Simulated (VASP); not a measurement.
# SiO2 (I-42d) in VASP: a series of runs

The runs below take SiO2 through single point, with PBE.

Everything below comes from runs of VASP 6.6.1. Logs are shortened: lines on timing, memory, paths and dates and some standing lists are left out, and cuts for length are marked.

### Step 1. The cell of the first run

It takes space group I-42d (No. 122, tetragonal). The conventional cell has a = 4.748 Å, b = 4.748 Å, c = 7.488 Å, α = 90.00°, β = 90.00°, γ = 90.00°. Si (site symmetry -4) has 4 O at 1.62 Å within 2.2 Å. O (site symmetry 2) has 2 Si at 1.62 Å within 2.2 Å.

### Step 2. Single point, PBE

The input, INCAR:

```
ALGO = Normal
EDIFF = 1E-6
ENCUT = 520
GGA = PE
ISIF = 2
ISMEAR = -1
ISYM = 0
LASPH = T
LCHARG = T
LELF = T
LREAL = F
LVHAR = T
LWAVE = F
NBANDS = 25
NELM = 80
PREC = Accurate
SIGMA = 0.02
```

The input, KPOINTS:

```
k-points
0
Gamma
  5 5 6
```

The input, POSCAR:

```
SiO2
1.0
   -2.3740500000      2.3740500000      3.7440000000
    2.3740500000     -2.3740500000      3.7440000000
    2.3740500000      2.3740500000     -3.7440000000
Si O
2 4
Direct
    0.0000000000      0.0000000000      0.0000000000
    0.7500000000      0.2500000000      0.5000000000
    0.9983800000      0.6250000000      0.8733800000
    0.3750000000      0.2483800000      0.3733800000
    0.7516200000      0.1250000000      0.1266200000
    0.8750000000      0.0016200000      0.6266200000
```

Potentials or basis: VASP PAW PBE potentials, release 64 (Si, O).

Started as:

```sh
> cat potpaw_PBE.64/Si/POTCAR potpaw_PBE.64/O/POTCAR > POTCAR
> mpirun -np 1 vasp_std > vasp.out
```

OUTCAR:

```text
EDIFF = 1E-6
   ENCUT = 520
   GGA = PE
   ISIF = 2
   ISMEAR = -1
   ISYM = 0
   LASPH = T
   LREAL = F
   NELM = 80
   PREC = Accurate

 ion  position               nearest neighbor table
   1  0.000  0.000  0.000-   3 1.62   4 1.62   5 1.62   6 1.62   2 3.02   2 3.02   2 3.02   2 3.02

   2  0.750  0.250  0.500-   3 1.62   4 1.62   5 1.62   6 1.62   1 3.02   1 3.02   1 3.02   1 3.02

   3  0.998  0.625  0.873-   1 1.62   2 1.62
   4  0.375  0.248  0.373-   1 1.62   2 1.62
   5  0.752  0.125  0.127-   1 1.62   2 1.62
   6  0.875  0.002  0.627-   1 1.62   2 1.62

IMPORTANT INFORMATION: All symmetrisations will be switched off!
NOSYMM: (Re-)initialisation of all symmetry stuff for point group C_1.

----------------------------------------------------------------------------------------

                                     Primitive cell

  volume of cell :      84.4064

  direct lattice vectors                    reciprocal lattice vectors
    -2.374050000  2.374050000  3.744000000     0.000000000  0.210610560  0.133547009
     2.374050000 -2.374050000  3.744000000     0.210610560  0.000000000  0.133547009
     2.374050000  2.374050000 -3.744000000     0.210610560  0.210610560  0.000000000

  length of vectors
     5.028892801  5.028892801  5.028892801     0.249382460  0.249382460  0.297848310

  position of ions in fractional coordinates (direct lattice)
     0.000000000  0.000000000  0.000000000
     0.750000000  0.250000000  0.500000000
     0.998380000  0.625000000  0.873380000
     0.375000000  0.248380000  0.373380000
     0.751620000  0.125000000  0.126620000
     0.875000000  0.001620000  0.626620000

  ion indices of the primitive-cell ions
   primitive index   ion index
                 1           1
                 2           2
                 3           3
                 4           4
                 5           5
                 6           6

----------------------------------------------------------------------------------------

 KPOINTS: k-points

Automatic generation of k-mesh.
 Grid dimensions read from file:
 generate k-points for:    5    5    6

 Generating k-lattice:

  Cartesian coordinates                     Fractional coordinates (reciprocal lattice)
     0.000000000  0.042122112  0.026709402     0.200000000  0.000000000  0.000000000
     0.042122112  0.000000000  0.026709402     0.000000000  0.200000000  0.000000000
     0.035101760  0.035101760  0.000000000     0.000000000  0.000000000  0.166666667

  Length of vectors
     0.049876492  0.049876492  0.049641385

  Shift w.r.t. Gamma in fractional coordinates (k-lattice)
     0.000000000  0.000000000  0.000000000

 -----------------------------------------------------------------------------
|                                                                             |
|           W    W    AA    RRRRR   N    N  II  N    N   GGGG   !!!           |
|           W    W   A  A   R    R  NN   N  II  NN   N  G    G  !!!           |
|           W    W  A    A  R    R  N N  N  II  N N  N  G       !!!           |
|           W WW W  AAAAAA  RRRRR   N  N N  II  N  N N  G  GGG   !            |
|           WW  WW  A    A  R   R   N   NN  II  N   NN  G    G                |
|           W    W  A    A  R    R  N    N  II  N    N   GGGG   !!!           |
|                                                                             |
|     Your reciprocal lattice and k-lattice belong to different lattice       |
|     classes:                                                                |
|                                                                             |
|        The reciprocal lattice is body-centered tetragonal,                  |
|        whereas your k-lattice is base-centered monoclinic.                  |
|                                                                             |
|     Results are often still useful ...                                      |
|                                                                             |
 -----------------------------------------------------------------------------

 WARNING: IBZKPT: internal override: KBLOWUP is changed to .FALSE.
      ... skipping the blow-up phase ...

 Subroutine IBZKPT returns following result:
 ===========================================

 Found     76 irreducible k-points:

 Following reciprocal coordinates:
            Coordinates               Weight
  0.000000  0.000000  0.000000      1.000000
  0.200000  0.000000 -0.000000      2.000000
  0.400000  0.000000 -0.000000      2.000000
  0.000000  0.200000 -0.000000      2.000000
  0.200000  0.200000 -0.000000      2.000000
  0.400000  0.200000 -0.000000      2.000000
[... 16 lines left out ...]
 -0.200000  0.200000  0.166667      2.000000
  0.000000  0.400000  0.166667      2.000000
 [... further k-points ...]
   k-points           NKPTS =     76   k-points in BZ     NKDIM =     76   number of bands    NBANDS=     25
   number of dos      NEDOS =    301   number of ions     NIONS =      6
   total plane-waves  NPLWV =  64000
   dimension x,y,z NGX =    40 NGY =   40 NGZ =   40
   dimension x,y,z NGXF=    80 NGYF=   80 NGZF=   80
   ions per type =               2   4
   NGX,Y,Z   is equivalent  to a cutoff of  13.22, 13.22, 13.22 a.u.
   NGXF,Y,Z  is equivalent  to a cutoff of  26.45, 26.45, 26.45 a.u.
 SYSTEM =  unknown system
   PREC   = accura    normal or accurate (medium, high low for compatibility)
   ISTART =      0    job   : 0-new  1-cont  2-samecut
   ICHARG =      2    charge: 1-file 2-atom 10-const
   ISPIN  =      1    spin polarized calculation?
   LNONCOLLINEAR =      F non collinear calculations
   LSORBIT =      F    spin-orbit coupling
   LASPH  =      T    aspherical Exc in radial PAW
   ENCUT  =  520.0 eV  38.22 Ry    6.18 a.u.   9.35  9.35  9.35*2*pi/ulx,y,z
   NELM   =     80;   NELMIN=  2; NELMDL= -5     # of ELM steps
   EDIFF  = 0.1E-05   stopping-criterion for ELM
   LREAL  =      F    real-space projection
   EDIFFG = 0.1E-04   stopping-criterion for IOM
   NSW    =      0    number of steps for IOM
   IBRION =     -1    ionic relax: 0-MD 1-quasi-New 2-CG
   NFREE  =      0    steps in history (QN), initial steepest desc. (CG)
   ISIF   =      2    stress and relaxation
   ISYM   =      0    0-nonsym 1-usesym 2-fastsym
   POTIM  = 0.5000    time-step for ionic-motion
   TEBEG  =    0.0;   TEEND  =   0.0 temperature during run
   PSTRESS=    0.0 pullay stress
   NELECT =      32.0000    total number of electrons
   NUPDOWN=      -1.0000    fix difference up-down
   EMIN   =  10.00;   EMAX   =-10.00  energy-range for DOS
   EFERMI =   0.00;   METHOD = LEGACY
   ISMEAR =    -1;   SIGMA  =   0.02  broadening in eV -4-tet -1-fermi 0-gaus
   EFERMI_NEDOS =   21; number of points for ismear=-14 and -15
   IALGO  =     38    algorithm
   IMIX   =      4    mixing-type and parameters
     AMIX     =   0.40;   BMIX     =  1.00
     AMIX_MAG =   1.60;   BMIX_MAG =  1.00
  volume/ion in A,a.u.               =      14.07        94.93
  Fermi-wavevector in a.u.,A,eV,Ry     =   1.184858  2.239057 19.101062  1.403888
  Thomas-Fermi vector in A             =   2.321064
   LORBIT       =      0    0 simple, 1 ext, 2 COOP (PROOUT), +10 PAW based schemes
   GGA     = PE    functional components
   LHFCALC =     F    Hartree Fock is set to
   AEXX    =    0.0000 exact exchange contribution
   IVDW    =     0    specifies the selected vdW correction
   LEPSILON=     F    determine dielectric tensor
   LRPA    =     F    only Hartree local field effects (RPA)
 non-spin polarized calculation
  energy-cutoff  :      520.00
  volume of cell :       84.41
 maximum number of plane-waves:      2317
 NGX is ok and might be reduce to    40
   NGX = 19   NGY = 19   NGZ = 19

 number of electron      32.0000012 magnetization

 Free energy of the ion-electron system (eV)
  ---------------------------------------------------
  ext. energy  EPLUGINS =         0.00000000
  ---------------------------------------------------
  free energy    TOTEN  =       -47.39097310 eV

  energy without entropy =      -47.39097310  energy(sigma->0) =      -47.39097310

 E-fermi :   0.2934     XC(G=0):  -8.5478

 val. band max:       -0.1221738533   @ k =   0.0000   0.0000   0.0000
 cond. band min:       5.9196402754   @ k =   0.0000   0.0000   0.0000
 fundamental gap:      6.0418141288
 Fermi energy:         0.2933879596

 k-point     1 :       0.0000    0.0000    0.0000
  band No.  band energies     occupation
      1     -19.2257      2.00000
      2     -17.1136      2.00000
      3     -17.0936      2.00000
      4     -17.0936      2.00000
      5      -8.9117      2.00000
      6      -5.3831      2.00000
[... 17 lines left out ...]
     24      13.6772      0.00000
     25      14.0331      0.00000

 k-point     2 :       0.2000    0.0000   -0.0000
  band No.  band energies     occupation
      1     -19.1024      2.00000
      2     -17.2984      2.00000
      3     -17.1215      2.00000
      4     -17.0951      2.00000
      5      -8.6366      2.00000
      6      -5.5070      2.00000
[... 17 lines left out ...]
     24      13.2246      0.00000
     25      13.8280      0.00000

 k-point     3 :       0.4000    0.0000   -0.0000
  band No.  band energies     occupation
      1     -18.8280      2.00000
      2     -17.6866      2.00000
      3     -17.1369      2.00000
      4     -17.1079      2.00000
      5      -8.1037      2.00000
      6      -5.8185      2.00000
[... 552 lines left out ...]
 k-point    23 :      -0.2000    0.2000    0.1667
  band No.  band energies     occupation
      1     -18.9533      2.00000
      2     -17.5025      2.00000
      3     -17.1528      2.00000
      4     -17.0939      2.00000
      5      -8.3387      2.00000
      6      -5.7570      2.00000
[... 17 lines left out ...]
     24      12.2944      0.00000
     25      13.9671      0.00000

 k-point    24 :       0.0000    0.4000    0.1667
  band No.  band energies     occupation
      1     -18.6800      2.00000
      2     -17.8534      2.00000
      3     -17.1478      2.00000
      4     -17.1282      2.00000
      5      -7.8258      2.00000
      6      -6.1456      2.00000
[... 17 lines left out ...]
     24      13.0245      0.00000
     25      13.8129      0.00000

 [... further k-points ...]

------------------------ aborting loop because EDIFF is reached ----------------------------------------

  FORCE on cell =-STRESS in cart. coord.  units (eV):
  Direction    XX          YY          ZZ          XY          YZ          ZX
  --------------------------------------------------------------------------------------
  -------------------------------------------------------------------------------------
  Total        2.2735190      2.2735205      1.2857300     -0.0000461      0.0000021      0.0000046
  in kB       43.1552480     43.1552767     24.4053377     -0.0008747      0.0000397      0.0000876
  external PRESSURE =      36.9052875 kB  Pullay stress =       0.0000000 kB

 VOLUME and BASIS-vectors are now :
 -----------------------------------------------------------------------------
  energy-cutoff  :      520.00
  volume of cell :       84.41
      direct lattice vectors                 reciprocal lattice vectors
    -2.374050000  2.374050000  3.744000000     0.000000000  0.210610560  0.133547009
     2.374050000 -2.374050000  3.744000000     0.210610560  0.000000000  0.133547009
     2.374050000  2.374050000 -3.744000000     0.210610560  0.210610560  0.000000000

 POSITION                                       TOTAL-FORCE (eV/Angst)
 -----------------------------------------------------------------------------------
      0.00000      0.00000      0.00000         0.000002      0.000003      0.000003
      0.00000      2.37405      1.87200         0.000006      0.000000      0.000002
      1.18702      2.95987      2.80800        -0.000004      0.132928     -0.000001
      0.58582      1.18702      0.93600         0.132932     -0.000007     -0.000001
     -1.18702      1.78823      2.80800         0.000004     -0.132924      0.000001
     -0.58582      3.56107      0.93600        -0.132940     -0.000000     -0.000004
 -----------------------------------------------------------------------------------
    total drift:                               -0.000019      0.000001      0.000002

  FREE ENERGIE OF THE ION-ELECTRON SYSTEM (eV)
  ---------------------------------------------------
  free  energy   TOTEN  =       -47.3909731000 eV

  energy  without entropy=      -47.3909731000  energy(sigma->0) =      -47.39097310
```

Wall time 2.6 min (1 thread of Intel Xeon Platinum 8259CL at 2.50GHz (Skylake/Cascade Lake), shared host); peak memory 0.3 GiB.

Results:

```yaml
Free_energy: -47.3910 eV
Pressure: 3.7 GPa
Largest_force: 0.133 eV/Å
Band_gap_on_the_k_mesh: 6.04 eV, direct
```

Forces on the atoms (eV/Å):
```
Si   0.000  0.000  0.000
Si   0.000  0.000  0.000
O    0.000  0.133  0.000
O    0.133  0.000  0.000
O    0.000 -0.133  0.000
O   -0.133  0.000  0.000
```

Levels at points of the mesh, in eV from the valence-band top:
```
           k point  band 13  band 14  band 15  band 16  band 17  band 18  band 19  band 20
(0.00, 0.00, 0.00)    -1.32    -1.03     0.00     0.00     6.04     8.71    11.33    11.33
(0.00, 0.00, 0.50)    -0.74    -0.74    -0.24    -0.24     9.49     9.49    10.16    10.16
```

PBE gaps usually lie below the measured ones, often by a third to a half.

(Continued in part 2 of 2.)
